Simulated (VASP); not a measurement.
Wanted: the native input for a VASP 6.6.1 run.

- Task: single point
- Functional: LDA
- Potentials or basis: VASP PAW LDA potentials, release 64 (Ir)
- Cutoff: 520 eV
- k mesh: 12 × 12 × 12
- Occupations: tetrahedron
- Spin: no spin polarisation
- Dipole correction: no
- Further INCAR settings: ALGO = Normal; EDIFF = 1e-06; NBANDS = 10

The structure of Ir lies in POSCAR:

```
Ir
1.0
    0.0000000000      1.9156000000      1.9156000000
    1.9156000000      0.0000000000      1.9156000000
    1.9156000000      1.9156000000      0.0000000000
Ir
1
Direct
    0.0000000000      0.0000000000      0.0000000000
```

The input as run:

INCAR

```
SYSTEM = Ir
ALGO = Normal
EDIFF = 1E-6
ENCUT = 520
ISIF = 2
ISMEAR = -5
LASPH = .True.
LCHARG = .False.
LREAL = .False.
LWAVE = .False.
NBANDS = 10
NELM = 60
PREC = Accurate
SIGMA = 0.05
```

KPOINTS

```
k-points
0
Gamma
  12 12 12
  0 0 0
```

Potentials or basis: VASP PAW LDA potentials, release 64 (Ir).

The run is started by

```console
$ cat potpaw_LDA.64/Ir/POTCAR > POTCAR
$ mpirun -np 1 vasp_std > vasp.out
```

It gave:

```
Pressure : -3.9 GPa
```

Caveat: tetrahedron occupations give inexact forces and stress in metals.

Wall time 14 s on 1 thread of Intel Xeon 8259CL, with other jobs on the host, peak memory 0.13 GiB.
